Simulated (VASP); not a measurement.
A run of VASP 6.6.1:

Contents of INCAR:

```
  PREC = Accurate
  ENCUT = 520
  EDIFF = 1E-7
  ISMEAR = -1
  SIGMA = 0.02
  LREAL = False
  LASPH = True
  NELM = 60
  ALGO = Normal
  ISIF = 2
  LWAVE = False
  LCHARG = False
  GGA = PE
  NBANDS = 15
```

Contents of KPOINTS:

```
Automatic mesh
0
Gamma
  6 6 6
```

Contents of POSCAR:

```
RbBr
1.0
    4.1242532581      0.0000000000      0.0000000000
    0.0000000000      4.1242532581      0.0000000000
    0.0000000000      0.0000000000      4.1242532581
Rb Br
1 1
Direct
    0.0000000000      0.0000000000      0.0000000000
    0.5000000000      0.5000000000      0.5000000000
```

Potentials or basis: VASP PAW PBE potentials, release 64 (Rb_sv, Br).

Command:

```bash
$ cat potpaw_PBE.64/Rb_sv/POTCAR potpaw_PBE.64/Br/POTCAR > POTCAR
$ mpirun -np 1 vasp_std > vasp.out
```

Hardware: 1 thread of Intel(R) Xeon(R) Platinum 8375C CPU @ 2.90GHz (Ice Lake), on a shared host.

Problem. How long does it take, and how much memory?

Solution. Wall time 14 s on 1 thread of Intel(R) Xeon(R) Platinum 8375C CPU @ 2.90GHz (Ice Lake), with other jobs on the host, peak memory 0.18 GiB. Counts: scf iterations 13, k points 20.
